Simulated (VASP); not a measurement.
A run of VASP 6.6.1:

INCAR

```
SYSTEM = Na
PREC     = Accurate       ! precision mode
ENCUT    = 600            ! plane-wave cutoff, eV
EDIFF    = 1E-6           ! SCF threshold, eV
ISMEAR   = 1              ! smearing method
SIGMA    = 0.1            ! smearing width, eV
LREAL    = .False.        ! projectors in reciprocal space
LASPH    = .True.         ! aspherical terms in the spheres
NELM     = 60             ! most SCF steps
ALGO     = Normal         ! electronic algorithm
ISIF     = 3              ! what is computed and relaxed
LWAVE    = .False.        ! write WAVECAR
LCHARG   = .False.        ! write CHGCAR
GGA      = PE             ! functional
IBRION   = 2              ! ionic algorithm
NSW      = 80             ! ionic steps
EDIFFG   = -0.02          ! ionic threshold
PSTRESS  = 300.0
```

The input KPOINTS:

```
Automatic mesh
0
Gamma
  12 12 12
  0 0 0
```

POSCAR

```
Na
1.0
    3.5100000000      0.0000000000      0.0000000000
    0.0000000000      3.5100000000      0.0000000000
    0.0000000000      0.0000000000      3.5100000000
Na
1
Direct
    0.0000000000      0.0000000000      0.0000000000
```

Potentials or basis: VASP PAW PBE potentials, release 64 (Na_pv).

The run is started by

```console
$ cat potpaw_PBE.64/Na_pv/POTCAR > POTCAR
$ mpirun -np 1 vasp_std > vasp.out
```

Hardware: 1 thread of Intel(R) Xeon(R) Platinum 8259CL CPU @ 2.50GHz (Skylake/Cascade Lake) (shared host).

Task: How long does it take, and how much memory?

Result: Wall time 54 s on 1 thread of Intel(R) Xeon(R) Platinum 8259CL CPU @ 2.50GHz (Skylake/Cascade Lake) (shared host), peak memory 0.17 GiB. Counts: scf iterations 49, k points 84, ion steps 7.
